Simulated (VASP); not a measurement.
# Nb: single point with BLYP

Nb:

```
Nb
1.0
     0.00000    3.13818    3.13818
     3.13818    0.00000    3.13818
     3.13818    3.13818    0.00000
Nb
2
Direct
  0.12500 0.12500 0.12500
  0.87500 0.87500 0.87500
```

This cell differs from its parent crystal: volume scaled by 1.12.

* Program: VASP 6.6.1
* Task: single point
* Functional: BLYP
* Potentials or basis: VASP PAW PBE potentials, release 64 (Nb_sv)
* Cutoff: 520 eV
* k mesh: 10 × 10 × 10
* Occupations: fermi-dirac, width 0.1 eV
* Spin: no spin polarisation

- Pressure: -5.1 GPa
- Band gap on the k mesh: zero (band 13 reaches 5.87 eV, above the bottom of band 14 at 4.94 eV)

Levels at points of the mesh, in eV from the Fermi level:
| k point | band 9 | band 10 | band 11 | band 12 | band 13 | band 14 | band 15 | band 16 | band 17 | band 18 |
| --- | --- | --- | --- | --- | --- | --- | --- | --- | --- | --- |
| (0.00, 0.00, 0.00) | -3.89 | -0.97 | -0.97 | -0.42 | -0.42 | -0.42 | 1.61 | 1.61 | 1.61 | 4.27 |
| (0.50, 0.00, 0.00) | -1.75 | -0.95 | -0.81 | -0.81 | -0.53 | -0.53 | 0.44 | 2.47 | 2.47 | 3.60 |
| (0.50, 0.50, 0.00) | -1.64 | -1.64 | -0.47 | -0.47 | -0.05 | -0.05 | 1.28 | 1.28 | 3.86 | 3.86 |

Run time: 97 s on 1 thread of Intel(R) Xeon(R) Platinum 8124M CPU @ 3.00GHz (Skylake/Cascade Lake), on a shared host, peak memory 0.22 GiB.

Caveat: the PAW data sets were made with another functional, which shifts forces and pressure a little.
